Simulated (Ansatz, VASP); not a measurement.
# One calculation of Au, two programs

```
CELL_PARAMETERS angstrom
0.00000 2.96351 2.96351
2.96351 0.00000 2.96351
2.96351 2.96351 0.00000
ATOMIC_POSITIONS crystal
Au 0.87500 0.87500 0.87500
Au 0.12500 0.12500 0.12500
```

Alike in both runs: functional LDA; k mesh 13 × 13 × 13; occupations fermi-dirac, width 0.05 eV; non-collinear spin, spin-orbit coupling.

Ansatz relaxed the structure, and its values are those at the end. VASP's run is a single point on that final structure, the one shown.

```csv
,VASP,Ansatz
version,VASP 6.6.1,Ansatz 0.2.0
potentials or method,"VASP PAW LDA potentials, release 64 (Au), cutoff 520 eV",all-electron LAPW
```

Ansatz gave:

* pressure (GPa): 0.0
* net moment per atom (μB): 0.00

Q: Estimate VASP's values.

A: Pressure (GPa): 0.5; net moment per atom (μB): 0.00.

LDA's correlation is that of Perdew and Zunger in VASP and of Perdew and Wang (1992) in Ansatz. Ansatz ran all-electron here, and VASP with PAW potentials.
